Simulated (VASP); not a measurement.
**SiC: single point with PBE**

SiC:

```
CELL_PARAMETERS angstrom
0.00000 2.17805 2.17805
2.17805 0.00000 2.17805
2.17805 2.17805 0.00000
ATOMIC_POSITIONS crystal
Si 0.00000 0.00000 0.00000
C 0.25000 0.25000 0.25000
```

```
Program                : VASP 6.6.1
Task                   : single point
Functional             : PBE
Potentials or basis    : VASP PAW PBE potentials, release 64 (Si, C)
Cutoff                 : 520 eV
k mesh                 : 10 × 10 × 10
Occupations            : gaussian, width 0.01 eV
Spin                   : no spin polarisation
Dipole correction      : no
Further INCAR settings : ALGO = Normal; EDIFF = 1e-06; NBANDS = 11
```

| Quantity | Value |
| --- | --- |
| Pressure | 3.5 GPa |
| Band gap on the k mesh | 1.36 eV (least direct gap 4.54 eV) |

Levels at points of the mesh, in eV from the valence-band top:
| k point | band 1 | band 2 | band 3 | band 4 | band 5 | band 6 | band 7 | band 8 |
| --- | --- | --- | --- | --- | --- | --- | --- | --- |
| (0.00, 0.00, 0.00) | -15.41 | 0.00 | 0.00 | 0.00 | 6.25 | 7.32 | 7.32 | 7.32 |
| (0.50, 0.00, 0.00) | -11.84 | -8.54 | -1.05 | -1.05 | 5.45 | 7.23 | 7.23 | 10.06 |
| (0.50, 0.50, 0.00) | -10.39 | -7.80 | -3.19 | -3.19 | 1.36 | 4.33 | 14.05 | 14.05 |

Wall time 14 s on 1 thread of Intel Xeon 8259CL, on a shared host, peak memory 0.14 GiB.

Caveat: the cell stands under pressure. A k mesh can miss the band edges.
